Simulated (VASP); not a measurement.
Wanted: the native input for a VASP 6.6.1 run.

| Property | Result |
| --- | --- |
| Task | single point |
| Functional | PBE |
| Potentials or basis | VASP PAW PBE potentials, release 64 (As) |
| Cutoff | 520 eV |
| k mesh | 9 × 9 × 9 |
| Occupations | fermi-dirac, width 0.05 eV |
| Spin | no spin polarisation |
| Dipole correction | no |
| Further INCAR settings | ALGO = Normal; EDIFF = 1e-07; NBANDS = 12 |

The structure of As lies in POSCAR:

```
As
1.0
    1.8807968987      1.0858785957      3.5140619945
   -1.8807968987      1.0858785957      3.5140619945
    0.0000000000     -2.1717571915      3.5140619945
As
2
Direct
    0.2260000000      0.2260000000      0.2260000000
    0.7740000000      0.7740000000      0.7740000000
```

The input as run:

INCAR

```
SYSTEM = As
ALGO = Normal
EDIFF = 1E-7
ENCUT = 520
GGA = PE
ISIF = 2
ISMEAR = -1
LASPH = .True.
LCHARG = .False.
LREAL = .False.
LWAVE = .False.
NBANDS = 12
NELM = 60
PREC = Accurate
SIGMA = 0.05
```

KPOINTS

```
k-points
0
Gamma
  9 9 9
  0 0 0
```

Potentials or basis: VASP PAW PBE potentials, release 64 (As).

Run with:

```bash
$ cat potpaw_PBE.64/As/POTCAR > POTCAR
$ mpirun -np 1 vasp_std > vasp.out
```

Results of the run:

| Property | Result |
| --- | --- |
| Pressure | 4.0 GPa |
| Largest force | 0.489 eV/Å |
| Band gap on the k mesh | zero (band 5 reaches 5.50 eV, above the bottom of band 6 at 5.39 eV) |

It took 30 s on 1 thread of Intel(R) Xeon(R) Platinum 8259CL CPU @ 2.50GHz (Skylake/Cascade Lake), on a shared host, peak memory 0.18 GiB.
